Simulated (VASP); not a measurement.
Input of a VASP 6.6.1 run:

Contents of INCAR:

```
SYSTEM = Na4H
ALGO = Normal ; DIPOL = 0.5 0.5 0.286
EDIFF = 1E-6 ; ENCUT = 400
GGA = PE ; GGA_COMPAT = .FALSE.
IDIPOL = 3 ; ISIF = 2
ISMEAR = 0 ; LASPH = .TRUE.
LCHARG = .TRUE. ; LDIPOL = .TRUE.
LELF = .TRUE. ; LREAL = .FALSE.
LVACPOTAV = .TRUE. ; LVHAR = .TRUE.
LWAVE = .FALSE. ; NBANDS = 40
NELM = 120 ; NELMDL = -8
PREC = Accurate ; SIGMA = 0.1
```

File KPOINTS:

```
k-points
0
G
  4 4 1
  0 0 0
```

Contents of POSCAR:

```
Na4H
1.0
    7.2665054626      0.0000000000      0.0000000000
   -2.4221684875      6.8509270508      0.0000000000
    0.0000000000      0.0000000000     20.9665384335
Na H
8 2
Direct
    0.2500000000      0.2500000000      0.1907801811
    0.2500000000      0.7500000000      0.1907801811
    0.7500000000      0.2500000000      0.1907801811
    0.7500000000      0.7500000000      0.1907801811
    0.0000000000      0.0000000000      0.3322693660
    0.0000000000      0.5000000000      0.3322693660
    0.5000000000      0.0000000000      0.3322693660
    0.5000000000      0.5000000000      0.3322693660
    0.0637974121      0.3333333333      0.3842569654
    0.2695359212      0.3333333333      0.3842569654
```

Potentials or basis: VASP PAW PBE potentials, release 64 (Na_pv, H).

Run with:

```sh
$ cat potpaw_PBE.64/Na_pv/POTCAR potpaw_PBE.64/H/POTCAR > POTCAR
$ mpirun -np 1 vasp_std > vasp.out
```

Problem. Estimate the largest force.

Solution. 1.504 eV/Å.

Problem. Predict the band gap on the k mesh.

Solution. Zero (bands 29 and 30 overlap by 0.73 eV).

Forces in eV/Å, atoms in the order of the input:
```
Na   0.033 -0.005 -0.036
Na   0.011  0.027  0.023
Na  -0.016 -0.015 -0.034
Na  -0.020  0.003  0.036
Na   0.007  0.348  0.192
Na  -0.515  0.737 -0.616
Na  -0.021  0.124  0.055
Na   0.246  0.209 -0.105
H    0.942 -1.029  0.562
H   -0.668 -0.400 -0.076
```
